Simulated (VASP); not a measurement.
Cu2IBr: single point with LDA

Cu2IBr:

```
I Br Cu
1.0
     1.96853    1.13653    6.38762
    -1.96853    1.13653    6.38762
     0.00000   -2.27306    6.38762
I Br Cu
1 1 2
Direct
  0.00000 0.00000 0.00000
  0.50000 0.50000 0.50000
  0.24903 0.24903 0.24903
  0.75097 0.75097 0.75097
```

| Item | Value |
| --- | --- |
| Program | VASP 6.6.1 |
| Task | single point |
| Functional | LDA |
| Potentials or basis | VASP PAW LDA potentials, release 64 (I, Br, Cu) |
| Cutoff | 520 eV |
| k mesh | 8 × 8 × 8 |
| Occupations | fermi-dirac, width 0.05 eV |
| Spin | no spin polarisation |

```yaml
Pressure: -5.3 GPa
Largest_force: 0.007 eV/Å
Band_gap_on_the_k_mesh: zero (bands 18 and 19 overlap by 0.11 eV)
```

Forces on the atoms (eV/Å):
```
I    0.000  0.000  0.000
Br   0.000  0.000  0.000
Cu   0.000  0.000  0.007
Cu   0.000  0.000 -0.007
```

Stress tensor (GPa, compression positive):
```
-5.19  0.00  0.00
 0.00 -5.19  0.00
 0.00  0.00 -5.40
```

Levels at points of the mesh, in eV from the Fermi level:
```csv
k point,band 16,band 17,band 18,band 19,band 20,band 21
"(0.00, 0.00, 0.00)",-1.61,0.00,0.00,0.25,2.87,4.83
"(0.50, 0.00, 0.00)",-1.17,-1.12,-0.91,1.53,2.09,4.95
"(0.50, 0.50, 0.00)",-1.53,-0.32,-0.12,-0.08,2.75,4.80
"(0.50, 0.50, 0.50)",-1.05,-0.40,-0.40,2.39,2.93,5.49
```

It took 2.5 min on 1 thread of Intel(R) Xeon(R) 6975P-C (Granite Rapids), on a shared host, peak memory 0.37 GiB.

Caveat: the cell stands under tension; semilocal functionals underestimate gaps, and a narrow one can read as zero; spin-orbit coupling is left out, which moves the levels of the heavy elements.
